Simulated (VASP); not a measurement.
# HfN (Fm-3m) in VASP: single point with LDA

Aim: the single point of HfN with LDA.

All numbers are computed with VASP 6.6.1; they aren't measurements. Logs are shortened: lines on timing, memory, paths and dates and some standing lists are left out, and cuts for length are marked.

## Step 1: The cell of the first run

The structure is cubic, space group Fm-3m (No. 225). Conventional cell: a = 4.472 Å, b = 4.472 Å, c = 4.472 Å, α = 90.00°, β = 90.00°, γ = 90.00°. Hf (site symmetry m-3m) has 6 N at 2.24 Å within 3.0 Å. N (site symmetry m-3m) has 6 Hf at 2.24 Å within 3.0 Å.

## Step 2: Single point, LDA

File INCAR:

```
SYSTEM = HfN
PREC = Accurate ; ENCUT = 600
EDIFF = 1E-6 ; ISMEAR = 0
SIGMA = 0.1 ; LREAL = .False.
LASPH = .True. ; NELM = 120
ALGO = Normal ; ISIF = 2
LWAVE = .False. ; LCHARG = .True.
LELF = .True. ; LVHAR = .True.
NBANDS = 14 ; GGA_COMPAT = .False.
```

File KPOINTS:

```
Automatic mesh
0
Gamma
  8 8 8
  0 0 0
```

File POSCAR:

```
HfN
1.0
    0.0000000000      2.2357701521      2.2357701521
    2.2357701521      0.0000000000      2.2357701521
    2.2357701521      2.2357701521      0.0000000000
Hf N
1 1
Direct
    0.0000000000      0.0000000000      0.0000000000
    0.5000000000      0.5000000000      0.5000000000
```

Potentials or basis: VASP PAW LDA potentials, release 64 (Hf_pv, N).

The run is started by

```
$ cat potpaw_LDA.64/Hf_pv/POTCAR potpaw_LDA.64/N/POTCAR > POTCAR
$ mpirun -np 1 vasp_std > vasp.out
```

OUTCAR:

```text
SYSTEM = HfN
   PREC = Accurate
   ENCUT = 600
   EDIFF = 1E-6
   ISMEAR = 0
   LREAL = .False.
   LASPH = .True.
   NELM = 120
   ISIF = 2

 ion  position               nearest neighbor table
   1  0.000  0.000  0.000-   2 2.24   2 2.24   2 2.24   2 2.24   2 2.24   2 2.24
   2  0.500  0.500  0.500-   1 2.24   1 2.24   1 2.24   1 2.24   1 2.24   1 2.24

  LATTYP: Found a face centered cubic cell.
 ALAT       =     4.4715403042

  Lattice vectors:

 A1 = (   0.0000000000,   2.2357701521,   2.2357701521)
 A2 = (   2.2357701521,   0.0000000000,   2.2357701521)
 A3 = (   2.2357701521,   2.2357701521,   0.0000000000)

Analysis of symmetry for initial positions (statically):
=====================================================================
 Subroutine PRICEL returns:
 Original cell was already a primitive cell.

 Routine SETGRP: Setting up the symmetry group for a
 face centered cubic supercell.

 Subroutine GETGRP returns: Found 48 space group operations
 (whereof 48 operations were pure point group operations)
 out of a pool of 48 trial point group operations.

The static configuration has the point symmetry O_h .

Analysis of symmetry for dynamics (positions and initial velocities):
=====================================================================
 Subroutine PRICEL returns:
 Original cell was already a primitive cell.

 Routine SETGRP: Setting up the symmetry group for a
 face centered cubic supercell.

 Subroutine GETGRP returns: Found 48 space group operations
 (whereof 48 operations were pure point group operations)
 out of a pool of 48 trial point group operations.

The dynamic configuration has the point symmetry O_h .

 Subroutine INISYM returns: Found 48 space group operations
 (whereof 48 operations are pure point group operations),
 and found     1 'primitive' translations

----------------------------------------------------------------------------------------

                                     Primitive cell

  volume of cell :      22.3517

  direct lattice vectors                    reciprocal lattice vectors
     0.000000000  2.235770152  2.235770152    -0.223636584  0.223636584  0.223636584
     2.235770152  0.000000000  2.235770152     0.223636584 -0.223636584  0.223636584
     2.235770152  2.235770152  0.000000000     0.223636584  0.223636584 -0.223636584

  length of vectors
     3.161856471  3.161856471  3.161856471     0.387349926  0.387349926  0.387349926

  position of ions in fractional coordinates (direct lattice)
     0.000000000  0.000000000  0.000000000
     0.500000000  0.500000000  0.500000000

  ion indices of the primitive-cell ions
   primitive index   ion index
                 1           1
                 2           2

[... 86 lines left out ...]
   ISMEAR =     0;   SIGMA  =   0.10  broadening in eV -4-tet -1-fermi 0-gaus
   EFERMI_NEDOS =   21; number of points for ismear=-14 and -15
   IALGO  =     38    algorithm
   IMIX   =      4    mixing-type and parameters
     AMIX     =   0.40;   BMIX     =  1.00
     AMIX_MAG =   1.60;   BMIX_MAG =  1.00
  volume/ion in A,a.u.               =      11.18        75.42
  Fermi-wavevector in a.u.,A,eV,Ry     =   1.433292  2.708530 27.950813  2.054327
  Thomas-Fermi vector in A             =   2.552826
   LORBIT       =      0    0 simple, 1 ext, 2 COOP (PROOUT), +10 PAW based schemes
   GGA     = CA    functional components
   LHFCALC =     F    Hartree Fock is set to
   AEXX    =    0.0000 exact exchange contribution
   IVDW    =     0    specifies the selected vdW correction
   LEPSILON=     F    determine dielectric tensor
   LRPA    =     F    only Hartree local field effects (RPA)
 non-spin polarized calculation
 Gauss-broadening in eV      SIGMA  =   0.10
  energy-cutoff  :      600.00
  volume of cell :       22.35
 maximum number of plane-waves:       757
 NGX is ok and might be reduce to    28
   NGX = 13   NGY = 13   NGZ = 13

 number of electron      15.0000001 magnetization

 Free energy of the ion-electron system (eV)
  ---------------------------------------------------
  ext. energy  EPLUGINS =         0.00000000
  ---------------------------------------------------
  free energy    TOTEN  =       -23.85369477 eV

  energy without entropy =      -23.84936950  energy(sigma->0) =      -23.85153214

 E-fermi :   8.4661     XC(G=0): -13.1407

 val. band max:        8.4230183056   @ k =   0.1250   0.0000   0.0000
 cond. band min:       8.4816468838   @ k =   0.3750   0.1250   0.0000
 fundamental gap:      0.0586285782
 Fermi energy:         8.4660891815

 k-point     1 :       0.0000    0.0000    0.0000
  band No.  band energies     occupation
      1     -22.3472      2.00000
      2     -22.3472      2.00000
      3     -22.3472      2.00000
      4      -8.9280      2.00000
      5       5.5056      2.00000
      6       5.5056      2.00000
      7       5.5056      2.00000
      8       8.0648      2.00000
      9       8.0648      2.00000
     10       8.0648      2.00000
     11      10.4575      0.00000
     12      10.4575      0.00000
     13      10.7768      0.00000
     14      18.1998      0.00000
[... 377 lines left out ...]
      1     -23.2690      2.00000
      2     -22.7204      2.00000
      3     -22.5384      2.00000
      4      -6.5554      2.00000
      5       0.6721      2.00000
      6       2.6997      2.00000
      7       2.7146      2.00000
      8      10.1835      0.00000
      9      10.6151      0.00000
     10      12.9900      0.00000
     11      15.1910      0.00000
     12      16.5595      0.00000
     13      18.2185      0.00000
     14      19.5286      0.00000

 [... further k-points ...]

------------------------ aborting loop because EDIFF is reached ----------------------------------------

  FORCE on cell =-STRESS in cart. coord.  units (eV):
  Direction    XX          YY          ZZ          XY          YZ          ZX
  --------------------------------------------------------------------------------------
  -------------------------------------------------------------------------------------
  Total       -0.2397562     -0.2397562     -0.2397562      0.0000000      0.0000000      0.0000000
  in kB      -17.1857686    -17.1857686    -17.1857686      0.0000000      0.0000000      0.0000000
  external PRESSURE =     -17.1857686 kB  Pullay stress =       0.0000000 kB

 VOLUME and BASIS-vectors are now :
 -----------------------------------------------------------------------------
  energy-cutoff  :      600.00
  volume of cell :       22.35
      direct lattice vectors                 reciprocal lattice vectors
     0.000000000  2.235770152  2.235770152    -0.223636584  0.223636584  0.223636584
     2.235770152  0.000000000  2.235770152     0.223636584 -0.223636584  0.223636584
     2.235770152  2.235770152  0.000000000     0.223636584  0.223636584 -0.223636584

 POSITION                                       TOTAL-FORCE (eV/Angst)
 -----------------------------------------------------------------------------------
      0.00000      0.00000      0.00000         0.000000     -0.000000     -0.000000
      2.23577      2.23577      2.23577        -0.000000      0.000000      0.000000
 -----------------------------------------------------------------------------------
    total drift:                                0.000000      0.000000      0.000000

  FREE ENERGIE OF THE ION-ELECTRON SYSTEM (eV)
  ---------------------------------------------------
  free  energy   TOTEN  =       -23.8536947734 eV

  energy  without entropy=      -23.8493694994  energy(sigma->0) =      -23.85153214
```

stdout:

```text
POSCAR found type information on POSCAR HfN
 POSCAR found :  2 types and       2 ions
 scaLAPACK will be used
 LDA part: xc-table for (Slater(with rela. corr.)+CA(PZ))
 , standard interpolation
 POSCAR, INCAR and KPOINTS ok, starting setup
 FFT: planning ... GRIDC
 FFT: planning ... GRID_SOFT
 FFT: planning ... GRID
 WAVECAR not read
 entering main loop
```

Wall time 5.6 s (1 thread of Intel Xeon 6975P-C (Granite Rapids), shared host); peak memory 0.15 GiB.

Results:

* Free energy: -23.8537 eV
* Pressure: -1.7 GPa
* Band gap on the k mesh: zero (an odd number of electrons rules out a gap without spin polarisation)

Caveat: spin-orbit coupling is left out, which moves the levels of the heavy elements.

The gap in the log of VASP goes by the Fermi energy; the results here count the filled bands.